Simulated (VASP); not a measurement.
Write the native input for VASP 6.6.1 that does the following.

```
Task                   : single point
Functional             : PBE
Potentials or basis    : VASP PAW PBE potentials, release 64 (Si, Mo_sv)
Cutoff                 : 520 eV
k mesh                 : 4 × 4 × 4
Occupations            : gaussian, width 0.1 eV
Spin                   : no spin polarisation
Dipole correction      : no
Further INCAR settings : ALGO = Normal; EDIFF = 1e-06; NBANDS = 31
```

The structure of SiMo3 lies in POSCAR:

```
SiMo3
1.0
   -2.5812254595      2.5812254595      2.5812254595
    2.5812254595     -2.5812254595      2.5812254595
    2.5812254595      2.5812254595     -2.5812254595
Si Mo
1 3
Direct
    0.0000000000      0.0000000000      0.0000000000
    0.0000000000      0.5000000000      0.5000000000
    0.5000000000      0.0000000000      0.5000000000
    0.5000000000      0.5000000000      0.0000000000
```

The input as run:

INCAR

```
SYSTEM = SiMo3
  PREC = Accurate
  ENCUT = 520
  EDIFF = 1E-6
  ISMEAR = 0
  SIGMA = 0.1
  LREAL = .FALSE.
  LASPH = .TRUE.
  NELM = 60
  ALGO = Normal
  ISIF = 2
  LWAVE = .FALSE.
  LCHARG = .TRUE.
  GGA = PE
  LELF = .TRUE.
  LVHAR = .TRUE.
  NBANDS = 31
```

KPOINTS

```
regular mesh
0
G
  4 4 4
  0 0 0
```

Potentials or basis: VASP PAW PBE potentials, release 64 (Si, Mo_sv).

Launch:

```sh
$ cat potpaw_PBE.64/Si/POTCAR potpaw_PBE.64/Mo_sv/POTCAR > POTCAR
$ mpirun -np 1 vasp_std > vasp.out
```

Results of the run:

```json
{"Pressure": "0.2 GPa", "Band gap on the k mesh": "zero (band 23 reaches 10.84 eV, above the bottom of band 24 at 9.74 eV)"}
```

Caveat: the k points lie up to 0.43 Å⁻¹ apart.

Wall time 23 s on 1 thread of Intel(R) Xeon(R) Platinum 8259CL CPU @ 2.50GHz (Skylake/Cascade Lake), on a shared host, peak memory 0.2 GiB.
